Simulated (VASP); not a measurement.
A run of VASP 6.6.1:

The input INCAR:

```
PREC     = Accurate       # precision mode
ENCUT    = 520            # plane-wave cutoff, eV
EDIFF    = 1E-6           # SCF threshold, eV
ISMEAR   = 0              # smearing method
SIGMA    = 0.1            # smearing width, eV
LREAL    = False          # projectors in reciprocal space
LASPH    = True           # aspherical terms in the spheres
NELM     = 100            # most SCF steps
ALGO     = Fast           # electronic algorithm
ISIF     = 2              # what is computed and relaxed
LWAVE    = False          # write WAVECAR
LCHARG   = False          # write CHGCAR
GGA      = PE             # functional
NBANDS   = 16             # bands
```

KPOINTS

```
Automatic mesh
0
Gamma
  6 6 4
```

POSCAR

```
HfBr
1.0
    3.6665092100      0.0000000000      0.0000000000
    0.0000000000      3.6665092100      0.0000000000
    0.0000000000      0.0000000000      4.1309338500
Hf Br
1 1
Direct
    0.0000000000      0.0000000000      0.0000000000
    0.5000000000      0.5000000000      0.5000000000
```

Potentials or basis: VASP PAW PBE potentials, release 64 (Hf_pv, Br).

The run is started by

```sh
$ cat potpaw_PBE.64/Hf_pv/POTCAR potpaw_PBE.64/Br/POTCAR > POTCAR
$ mpirun -np 1 vasp_std > vasp.out
```

Hardware: 1 thread of Oxide Virtual Turin-like Processor, on a shared host.

Question: Estimate the wall time of this run.

Answer: It took 34 s on 1 thread of Oxide Virtual Turin-like Processor, with other jobs on the host, peak memory 0.14 GiB. Counts: scf iterations 14, k points 30.
